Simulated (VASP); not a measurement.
## Sn: single point with RPBE

Sn:

```
Sn
1.0
     0.00000    3.23334    3.23334
     3.23334    0.00000    3.23334
     3.23334    3.23334    0.00000
Sn
2
Direct
  0.75000 0.75000 0.75000
  0.50000 0.50000 0.50000
```

This isn't the form of Sn at room conditions, which is tetragonal (white tin).

| Quantity | Value |
| --- | --- |
| Program | VASP 6.6.1 |
| Task | single point |
| Functional | RPBE |
| Potentials or basis | VASP PAW PBE potentials, release 64 (Sn_d) |
| Cutoff | 520 eV |
| k mesh | 4 × 4 × 4 |
| Occupations | fermi-dirac, width 0.05 eV |
| Spin | no spin polarisation |
| Dipole correction | no |
| k mesh for the DOS | 6 × 6 × 6 |
| Occupations for the DOS | tetrahedron |
| Further INCAR settings | ALGO = Normal; EDIFF = 1e-06 |

```
Valence electrons inside the program's atomic spheres : Sn 12.37
```

Levels at points of the mesh, in eV from the Fermi level:
```tsv
k point	band 11	band 12	band 13	band 14	band 15	band 16	band 17	band 18
(0.00, 0.00, 0.00)	-10.73	-0.56	0.00	0.00	0.00	2.08	2.08	2.08
(0.50, 0.00, 0.00)	-9.09	-6.39	-1.22	-1.22	0.01	3.17	3.17	5.74
(0.50, 0.50, 0.00)	-7.60	-7.60	-2.58	-2.58	0.81	0.81	7.74	7.74
```

Run time: 54 s on 1 thread of Intel Xeon 8259CL (shared host), peak memory 0.2 GiB.

Caveat: the k points lie up to 0.42 Å⁻¹ apart; spin-orbit coupling is left out, which moves the levels of the heavy elements.
